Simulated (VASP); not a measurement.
# Al2O3 (P-6m2) in VASP: further runs

Runs on Al2O3. Level: LDA. Tasks: single point.

Program: VASP 6.6.1. These are calculated values, not measurements. Logs are shortened: lines on timing, memory, paths and dates and some standing lists are left out, and cuts for length are marked.

### Step 1. The cell of the first run

Symmetry: P-6m2, No. 187, hexagonal system. Conventional cell: a = 3.115 Å, b = 3.115 Å, c = 10.084 Å, α = 90.00°, β = 90.00°, γ = 120.00°. Al (site symmetry 3m) has 6 O at 1.94 to 2.35 Å within 2.6 Å. O (site symmetry 3m) has 3 Al at 1.94 Å within 2.6 Å. O (site symmetry -6m2) has 6 Al at 2.35 Å and 12 O at 2.87 to 3.12 Å within 3.2 Å.

### Step 2. Single point, LDA (strain +0.080 along x and y, +0.080 along z)

Input file INCAR:

```
  PREC = Accurate
  ENCUT = 520
  EDIFF = 1E-6
  ISMEAR = 0
  SIGMA = 0.05
  LREAL = False
  LASPH = True
  NELM = 100
  ALGO = Normal
  ISIF = 2
  LWAVE = False
  LCHARG = False
  GGA = CA
  NBANDS = 20
```

Input file KPOINTS:

```
regular mesh
0
Gamma
  9 9 4
```

Input file POSCAR:

```
Al2O3
1.0
    3.1150709442      0.0000000000      0.0000000000
   -1.5575354721      2.6977305722      0.0000000000
    0.0000000000      0.0000000000     10.0836948168
Al O
2 3
Direct
    0.0000000000      0.0000000000      0.1499923300
    0.0000000000      0.0000000000      0.8500076700
    0.3333333333      0.6666666667      0.2223169200
    0.6666666667      0.3333333333      0.0000000000
    0.3333333333      0.6666666667      0.7776830800
```

Potentials or basis: VASP PAW LDA potentials, release 64 (Al, O).

The run is started by

```sh
$ cat potpaw_LDA.64/Al/POTCAR potpaw_LDA.64/O/POTCAR > POTCAR
$ mpirun -np 1 vasp_std > vasp.out
```

OUTCAR:

```text
PREC = Accurate
   ENCUT = 520
   EDIFF = 1E-6
   ISMEAR = 0
   LREAL = False
   LASPH = True
   NELM = 100
   ISIF = 2
   GGA = CA

 ion  position               nearest neighbor table
   1  0.000  0.000  0.150-   3 1.94   3 1.94   3 1.94   4 2.35   4 2.35   4 2.35   2 3.02
   2  0.000  0.000  0.850-   5 1.94   5 1.94   5 1.94   4 2.35   4 2.35   4 2.35   1 3.02
   3  0.333  0.667  0.222-   1 1.94   1 1.94   1 1.94
   4  0.667  0.333  0.000-   1 2.35   2 2.35   1 2.35   2 2.35   1 2.35   2 2.35
   5  0.333  0.667  0.778-   2 1.94   2 1.94   2 1.94

  LATTYP: Found a hexagonal cell.
 ALAT       =     3.1150709442
 C/A-ratio  =     3.2370674689

  Lattice vectors:

 A1 = (   3.1150709442,   0.0000000000,   0.0000000000)
 A2 = (  -1.5575354721,   2.6977305722,   0.0000000000)
 A3 = (   0.0000000000,   0.0000000000,  10.0836948168)

Analysis of symmetry for initial positions (statically):
=====================================================================
 Subroutine PRICEL returns:
 Original cell was already a primitive cell.

 Routine SETGRP: Setting up the symmetry group for a
 hexagonal supercell.

 Subroutine GETGRP returns: Found 12 space group operations
 (whereof 12 operations were pure point group operations)
 out of a pool of 24 trial point group operations.

The static configuration has the point symmetry D_3h.

Analysis of symmetry for dynamics (positions and initial velocities):
=====================================================================
 Subroutine PRICEL returns:
 Original cell was already a primitive cell.

 Routine SETGRP: Setting up the symmetry group for a
 hexagonal supercell.

 Subroutine GETGRP returns: Found 12 space group operations
 (whereof 12 operations were pure point group operations)
 out of a pool of 24 trial point group operations.

The dynamic configuration has the point symmetry D_3h.

 Subroutine INISYM returns: Found 12 space group operations
 (whereof 12 operations are pure point group operations),
 and found     1 'primitive' translations

----------------------------------------------------------------------------------------

                                     Primitive cell

  volume of cell :      84.7396

  direct lattice vectors                    reciprocal lattice vectors
     3.115070944  0.000000000  0.000000000     0.321019976  0.185340970  0.000000000
    -1.557535472  2.697730572  0.000000000     0.000000000  0.370681939  0.000000000
     0.000000000  0.000000000 10.083694817     0.000000000  0.000000000  0.099169999

  length of vectors
     3.115070944  3.115070944 10.083694817     0.370681939  0.370681939  0.099169999

  position of ions in fractional coordinates (direct lattice)
     0.000000000  0.000000000  0.149992330
     0.000000000  0.000000000  0.850007670
     0.333333333  0.666666667  0.222316920
     0.666666667  0.333333333  0.000000000
     0.333333333  0.666666667  0.777683080

  ion indices of the primitive-cell ions
   primitive index   ion index
                 1           1
                 2           2
                 3           3
                 4           4
                 5           5

----------------------------------------------------------------------------------------

 KPOINTS: regular mesh

Automatic generation of k-mesh.
 Grid dimensions read from file:
 generate k-points for:    9    9    4

 Generating k-lattice:

  Cartesian coordinates                     Fractional coordinates (reciprocal lattice)
     0.035668886  0.020593441  0.000000000     0.111111111  0.000000000  0.000000000
     0.000000000  0.041186882  0.000000000     0.000000000  0.111111111  0.000000000
     0.000000000  0.000000000  0.024792500     0.000000000  0.000000000  0.250000000

  Length of vectors
     0.041186882  0.041186882  0.024792500

  Shift w.r.t. Gamma in fractional coordinates (k-lattice)
     0.000000000  0.000000000  0.000000000

 Subroutine IBZKPT returns following result:
 ===========================================

 Found     36 irreducible k-points:

 Following reciprocal coordinates:
            Coordinates               Weight
  0.000000  0.000000  0.000000      1.000000
  0.111111 -0.000000  0.000000      6.000000
  0.222222  0.000000  0.000000      6.000000
  0.333333 -0.000000  0.000000      6.000000
  0.444444  0.000000  0.000000      6.000000
  0.111111  0.111111  0.000000      6.000000
[... 16 lines left out ...]
  0.333333  0.222222  0.250000     24.000000
  0.333333  0.333333  0.250000      4.000000
 [... further k-points ...]
   k-points           NKPTS =     36   k-points in BZ     NKDIM =     36   number of bands    NBANDS=     20
   number of dos      NEDOS =    301   number of ions     NIONS =      5
   total plane-waves  NPLWV =  46080
   dimension x,y,z NGX =    24 NGY =   24 NGZ =   80
   dimension x,y,z NGXF=    48 NGYF=   48 NGZF=  160
   ions per type =               2   3
   NGX,Y,Z   is equivalent  to a cutoff of  12.81, 12.81, 13.19 a.u.
   NGXF,Y,Z  is equivalent  to a cutoff of  25.62, 25.62, 26.38 a.u.
 SYSTEM =  unknown system
   PREC   = accura    normal or accurate (medium, high low for compatibility)
   ISTART =      0    job   : 0-new  1-cont  2-samecut
   ICHARG =      2    charge: 1-file 2-atom 10-const
   ISPIN  =      1    spin polarized calculation?
   LNONCOLLINEAR =      F non collinear calculations
   LSORBIT =      F    spin-orbit coupling
   LASPH  =      T    aspherical Exc in radial PAW
   ENCUT  =  520.0 eV  38.22 Ry    6.18 a.u.   5.79  5.79 18.75*2*pi/ulx,y,z
   NELM   =    100;   NELMIN=  2; NELMDL= -5     # of ELM steps
   EDIFF  = 0.1E-05   stopping-criterion for ELM
   LREAL  =      F    real-space projection
   EDIFFG = 0.1E-04   stopping-criterion for IOM
   NSW    =      0    number of steps for IOM
   IBRION =     -1    ionic relax: 0-MD 1-quasi-New 2-CG
   NFREE  =      0    steps in history (QN), initial steepest desc. (CG)
   ISIF   =      2    stress and relaxation
   ISYM   =      2    0-nonsym 1-usesym 2-fastsym
   POTIM  = 0.5000    time-step for ionic-motion
   TEBEG  =    0.0;   TEEND  =   0.0 temperature during run
   PSTRESS=    0.0 pullay stress
   NELECT =      24.0000    total number of electrons
   NUPDOWN=      -1.0000    fix difference up-down
   EMIN   =  10.00;   EMAX   =-10.00  energy-range for DOS
   EFERMI =   0.00;   METHOD = LEGACY
   ISMEAR =     0;   SIGMA  =   0.05  broadening in eV -4-tet -1-fermi 0-gaus
   EFERMI_NEDOS =   21; number of points for ismear=-14 and -15
   IALGO  =     38    algorithm
   IMIX   =      4    mixing-type and parameters
     AMIX     =   0.40;   BMIX     =  1.00
     AMIX_MAG =   1.60;   BMIX_MAG =  1.00
  volume/ion in A,a.u.               =      16.95       114.37
  Fermi-wavevector in a.u.,A,eV,Ry     =   1.075102  2.031649 15.726229  1.155845
  Thomas-Fermi vector in A             =   2.210949
   LORBIT       =      0    0 simple, 1 ext, 2 COOP (PROOUT), +10 PAW based schemes
   GGA     = CA    functional components
   LHFCALC =     F    Hartree Fock is set to
   AEXX    =    0.0000 exact exchange contribution
   IVDW    =     0    specifies the selected vdW correction
   LEPSILON=     F    determine dielectric tensor
   LRPA    =     F    only Hartree local field effects (RPA)
 non-spin polarized calculation
 Gauss-broadening in eV      SIGMA  =   0.05
  energy-cutoff  :      520.00
  volume of cell :       84.74
 maximum number of plane-waves:      2299
 NGX is ok and might be reduce to    24
   NGX = 11   NGY = 11   NGZ = 37

 number of electron      23.9999987 magnetization

 Free energy of the ion-electron system (eV)
  ---------------------------------------------------
  ext. energy  EPLUGINS =         0.00000000
  ---------------------------------------------------
  free energy    TOTEN  =       -38.17842070 eV

  energy without entropy =      -38.17842070  energy(sigma->0) =      -38.17842070

 E-fermi :  -0.4924     XC(G=0):  -8.0256

 val. band max:       -0.7755864463   @ k =   0.1111   0.1111   0.0000
 cond. band min:       2.1493089459   @ k =   0.0000   0.0000   0.0000
 fundamental gap:      2.9248953922
 Fermi energy:        -0.4923974398

 k-point     1 :       0.0000    0.0000    0.0000
  band No.  band energies     occupation
      1     -17.8565      2.00000
      2     -17.3500      2.00000
      3     -16.3123      2.00000
      4      -4.9379      2.00000
      5      -2.7483      2.00000
      6      -2.0921      2.00000
[... 12 lines left out ...]
     19      11.6060      0.00000
     20      11.6842      0.00000

 k-point     2 :       0.1111   -0.0000    0.0000
  band No.  band energies     occupation
      1     -17.7515      2.00000
      2     -17.2722      2.00000
      3     -16.2750      2.00000
      4      -4.8831      2.00000
      5      -2.9771      2.00000
      6      -2.5672      2.00000
[... 12 lines left out ...]
     19      10.9926      0.00000
     20      11.8480      0.00000

 k-point     3 :       0.2222    0.0000    0.0000
  band No.  band energies     occupation
      1     -17.4633      2.00000
      2     -17.0668      2.00000
      3     -16.1885      2.00000
      4      -4.8942      2.00000
      5      -3.9602      2.00000
      6      -3.2916      2.00000
[... 12 lines left out ...]
     19      10.3507      0.00000
     20      11.4184      0.00000

 k-point     4 :       0.3333   -0.0000    0.0000
  band No.  band energies     occupation
      1     -17.0781      2.00000
      2     -16.8166      2.00000
      3     -16.1185      2.00000
      4      -5.2946      2.00000
      5      -5.0529      2.00000
      6      -3.9489      2.00000
[... 429 lines left out ...]
 k-point    23 :       0.3333    0.2222    0.2500
  band No.  band energies     occupation
      1     -16.6338      2.00000
      2     -16.5693      2.00000
      3     -16.1040      2.00000
      4      -5.5000      2.00000
      5      -5.3007      2.00000
      6      -4.1674      2.00000
[... 12 lines left out ...]
     19      10.5242      0.00000
     20      10.5812      0.00000

 k-point    24 :       0.3333    0.3333    0.2500
  band No.  band energies     occupation
      1     -16.5371      2.00000
      2     -16.5231      2.00000
      3     -16.1122      2.00000
      4      -5.4832      2.00000
      5      -4.9247      2.00000
      6      -4.5552      2.00000
[... 12 lines left out ...]
     19       9.9787      0.00000
     20      10.2995      0.00000

 [... further k-points ...]

------------------------ aborting loop because EDIFF is reached ----------------------------------------

  FORCE on cell =-STRESS in cart. coord.  units (eV):
  Direction    XX          YY          ZZ          XY          YZ          ZX
  --------------------------------------------------------------------------------------
  -------------------------------------------------------------------------------------
  Total      -15.2000524    -15.2000524     -8.9088130      0.0000000      0.0000000     -0.0000000
  in kB     -287.3885490   -287.3885490   -168.4396063      0.0000000      0.0000000     -0.0000000
  external PRESSURE =    -247.7389015 kB  Pullay stress =       0.0000000 kB

 VOLUME and BASIS-vectors are now :
 -----------------------------------------------------------------------------
  energy-cutoff  :      520.00
  volume of cell :       84.74
      direct lattice vectors                 reciprocal lattice vectors
     3.115070944  0.000000000  0.000000000     0.321019976  0.185340970  0.000000000
    -1.557535472  2.697730572  0.000000000     0.000000000  0.370681939  0.000000000
     0.000000000  0.000000000 10.083694817     0.000000000  0.000000000  0.099169999

 POSITION                                       TOTAL-FORCE (eV/Angst)
 -----------------------------------------------------------------------------------
      0.00000      0.00000      1.51248         0.000000     -0.000000      0.460036
      0.00000      0.00000      8.57122        -0.000000      0.000000     -0.460036
     -0.00000      1.79849      2.24178        -0.000000     -0.000000     -2.282620
      1.55754      0.89924      0.00000         0.000000      0.000000     -0.000000
     -0.00000      1.79849      7.84192        -0.000000     -0.000000      2.282620
 -----------------------------------------------------------------------------------
    total drift:                               -0.000000      0.000000     -0.000000

  FREE ENERGIE OF THE ION-ELECTRON SYSTEM (eV)
  ---------------------------------------------------
  free  energy   TOTEN  =       -38.1784206973 eV

  energy  without entropy=      -38.1784206973  energy(sigma->0) =      -38.17842070
```

Run time: 76 s. Hardware: 1 thread of AMD EPYC 7R13, shared host; peak memory 0.16 GiB.

Results:

- Free energy: -38.1784 eV
- Pressure: -24.8 GPa
- Largest force: 2.283 eV/Å
- Band gap on the k mesh: 2.92 eV (least direct gap 3.07 eV)

Forces in eV/Å, atoms in the order of the input:
```
Al   0.000  0.000  0.460
Al   0.000  0.000 -0.460
O    0.000  0.000 -2.283
O    0.000  0.000  0.000
O    0.000  0.000  2.283
```

Stress tensor (GPa, compression positive):
```
-28.74   0.00   0.00
  0.00 -28.74   0.00
  0.00   0.00 -16.84
```

Levels at points of the mesh, in eV from the valence-band top:
```csv
k point,band 9,band 10,band 11,band 12,band 13,band 14,band 15,band 16
"(0.00, 0.00, 0.00)",-1.24,-0.31,-0.31,-0.15,2.92,5.40,6.17,8.38
"(0.00, 0.00, 0.50)",-1.24,-0.31,-0.31,-0.18,2.98,5.24,6.31,8.36
```

Caveat: the cell differs from its parent crystal (strain +0.080 along x and y, +0.080 along z); the cell stands under tension; an odd mesh through Γ misses points on the zone boundary, where band edges can lie; forces of over 1 eV/Å act on the atoms, so gaps and moduli don't describe the material at rest.

### Step 3. Single point, LDA (strain -0.080 along x and y, -0.080 along z)

Input file INCAR:

```
ALGO     = Normal         # electronic algorithm
EDIFF    = 1E-7           # SCF threshold, eV
ENCUT    = 520            # plane-wave cutoff, eV
ISIF     = 2              # what is computed and relaxed
ISMEAR   = 0              # smearing method
LASPH    = T              # aspherical terms in the spheres
LCHARG   = T              # write CHGCAR
LELF     = T              # ELF
LREAL    = F              # projectors in reciprocal space
LVHAR    = T            
LWAVE    = F              # write WAVECAR
NBANDS   = 20             # bands
NELM     = 80             # most SCF steps
PREC     = Accurate       # precision mode
SIGMA    = 0.05           # smearing width, eV
```

Input file KPOINTS:

```
k-points
0
Gamma
  9 9 4
```

Changes to POSCAR since step 2:

```diff
@@ -2,5 +2,5 @@
 1.0
-    3.1150709442      0.0000000000      0.0000000000
-   -1.5575354721      2.6977305722      0.0000000000
-    0.0000000000      0.0000000000     10.0836948168
+    2.6535789524      0.0000000000      0.0000000000
+   -1.3267894762      2.2980667837      0.0000000000
+    0.0000000000      0.0000000000      8.5898141032
 Al O
```

Potentials or basis: VASP PAW LDA potentials, release 64 (Al, O).

The run is started by

```sh
$ cat potpaw_LDA.64/Al/POTCAR potpaw_LDA.64/O/POTCAR > POTCAR
$ mpirun -np 1 vasp_std > vasp.out
```

Wall time 91 s (1 thread of Intel Xeon 8259CL, shared host); peak memory 0.16 GiB.

Results (log left out):

```yaml
Free_energy: -38.5891 eV
Pressure: 49.1 GPa
Largest_force: 3.593 eV/Å
Band_gap_on_the_k_mesh: 6.91 eV (least direct gap 7.36 eV)
```

Forces on the atoms (eV/Å):
```
Al   0.000  0.000 -1.281
Al   0.000  0.000  1.281
O    0.000  0.000  3.593
O    0.000  0.000  0.000
O    0.000  0.000 -3.593
```

Stress tensor (GPa, compression positive):
```
57.92  0.00  0.00
 0.00 57.92  0.00
 0.00  0.00 31.53
```

Levels at points of the mesh, in eV from the valence-band top:
```csv
k point,band 9,band 10,band 11,band 12,band 13,band 14,band 15,band 16
"(0.00, 0.00, 0.00)",-1.30,-0.65,-0.65,-0.45,6.91,8.46,10.49,10.89
"(0.00, 0.00, 0.50)",-1.30,-0.65,-0.65,-0.54,7.34,7.98,9.87,11.95
```

Caveat: the cell differs from its parent crystal (strain -0.080 along x and y, -0.080 along z); the cell stands under pressure; an odd mesh through Γ misses points on the zone boundary, where band edges can lie; forces of over 1 eV/Å act on the atoms, so gaps and moduli don't describe the material at rest.

### Step 4. Single point, LDA (strain -0.080 along x and y, -0.040 along z)

Input file INCAR:

```
SYSTEM = Al2O3
PREC     = Accurate       ! precision mode
ENCUT    = 520            ! plane-wave cutoff, eV
EDIFF    = 1E-7           ! SCF threshold, eV
ISMEAR   = 0              ! smearing method
SIGMA    = 0.05           ! smearing width, eV
LREAL    = .False.        ! projectors in reciprocal space
LASPH    = .True.         ! aspherical terms in the spheres
NELM     = 60             ! most SCF steps
ALGO     = Normal         ! electronic algorithm
ISIF     = 2              ! what is computed and relaxed
LWAVE    = .False.        ! write WAVECAR
LCHARG   = .False.        ! write CHGCAR
NBANDS   = 20             ! bands
```

Input file KPOINTS:

```
regular mesh
0
Gamma
  9 9 4
  0 0 0
```

Changes to POSCAR since step 3:

```diff
@@ -4,3 +4,3 @@
    -1.3267894762      2.2980667837      0.0000000000
-    0.0000000000      0.0000000000      8.5898141032
+    0.0000000000      0.0000000000      8.9632842816
 Al O
```

The run is started by

```sh
$ cat potpaw_LDA.64/Al/POTCAR potpaw_LDA.64/O/POTCAR > POTCAR
$ mpirun -np 1 vasp_std > vasp.out
```

It took 1.8 min on 1 thread of Intel Xeon 8259CL, shared host; peak memory 0.16 GiB.

Results (log left out):

- Free energy: -38.9333 eV
- Pressure: 39.6 GPa
- Largest force: 2.781 eV/Å
- Band gap on the k mesh: 7.01 eV (least direct gap 7.30 eV)

Forces on the atoms (eV/Å):
```
Al   0.000  0.000 -1.957
Al   0.000  0.000  1.957
O    0.000  0.000  2.781
O    0.000  0.000  0.000
O    0.000  0.000 -2.781
```

Stress tensor (GPa, compression positive):
```
50.98  0.00  0.00
 0.00 50.98  0.00
 0.00  0.00 16.78
```

Levels at points of the mesh, in eV from the valence-band top:
| k point | band 8 | band 9 | band 10 | band 11 | band 12 | band 13 | band 14 | band 15 | band 16 | band 17 |
| --- | --- | --- | --- | --- | --- | --- | --- | --- | --- | --- |
| (0.00, 0.00, 0.00) | -1.10 | -1.10 | -0.44 | -0.29 | -0.29 | 7.01 | 8.70 | 10.31 | 10.76 | 14.49 |
| (0.00, 0.00, 0.50) | -1.10 | -1.10 | -0.50 | -0.29 | -0.29 | 7.43 | 8.12 | 9.93 | 11.68 | 13.78 |

Caveat: the cell differs from its parent crystal (strain -0.080 along x and y, -0.040 along z); the cell stands under pressure; an odd mesh through Γ misses points on the zone boundary, where band edges can lie; forces of over 1 eV/Å act on the atoms, so gaps and moduli don't describe the material at rest.

(Part 1 of 2 ends here.)
